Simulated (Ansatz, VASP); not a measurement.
**C: VASP beside Ansatz**

The input INCAR:

```
SYSTEM = C
PREC     = Accurate       ! precision mode
ENCUT    = 520            ! plane-wave cutoff, eV
EDIFF    = 1E-8           ! SCF threshold, eV
ISMEAR   = -1             ! smearing method
SIGMA    = 0.08           ! smearing width, eV
LREAL    = .FALSE.        ! projectors in reciprocal space
LASPH    = .TRUE.         ! aspherical terms in the spheres
NELM     = 80             ! most SCF steps
ALGO     = Normal         ! electronic algorithm
ISIF     = 2              ! what is computed and relaxed
LWAVE    = .FALSE.        ! write WAVECAR
LCHARG   = .FALSE.        ! write CHGCAR
GGA      = PE             ! functional
LEFG     = .TRUE.       
NBANDS   = 11             ! bands
```

KPOINTS

```
Automatic mesh
0
G
  20 20 20
  0 0 0
```

The input POSCAR:

```
C
1.0
    0.0000000000      1.8183775075      1.8183775075
    1.8183775075      0.0000000000      1.8183775075
    1.8183775075      1.8183775075      0.0000000000
C
2
Direct
    0.5000000000      0.5000000000      0.5000000000
    0.7500000000      0.7500000000      0.7500000000
```

Input for Ansatz:

```yaml
crystal:
  lattice:
    - [0.0, 1.8183775075, 1.8183775075]
    - [1.8183775075, 0.0, 1.8183775075]
    - [1.8183775075, 1.8183775075, 0.0]
  atoms:
    - { symbol: C, position: [0.5, 0.5, 0.5] }
    - { symbol: C, position: [0.75, 0.75, 0.75] }
kpoints:
  mp_grid: { grid: [20, 20, 20] }
scf:
  occupations: { method: fermi_dirac, width: 0.08 }
hamiltonian:
  xc: pbe
  pseudopotentials: { kind: all_electron, datasets: crystal }
output:
  forces: true
  stress: true
  eigenvalues: true
  efg: { contact_densities: true }
```

Change from the starting cell: volume scaled by 1.06, crystal datasets.

Alike in both runs: task electric field gradients; functional PBE; k mesh 20 × 20 × 20; occupations fermi-dirac, width 0.08 eV; no spin polarisation.

|  | VASP | Ansatz |
| --- | --- | --- |
| version | VASP 6.6.1 | Ansatz 0.2.0 |
| potentials or method | VASP PAW PBE potentials, release 64 (C), cutoff 520 eV | all-electron PAW with datasets made for the crystal, scalar-relativistic |

```csv
,VASP,Ansatz,Ansatz less VASP
gap on the k mesh at the Fermi level (eV),4.00,4.01,+0.008
pressure (GPa),-20.8,-21.3,-0.52
```

Ansatz ran all-electron here, and VASP with PAW potentials.
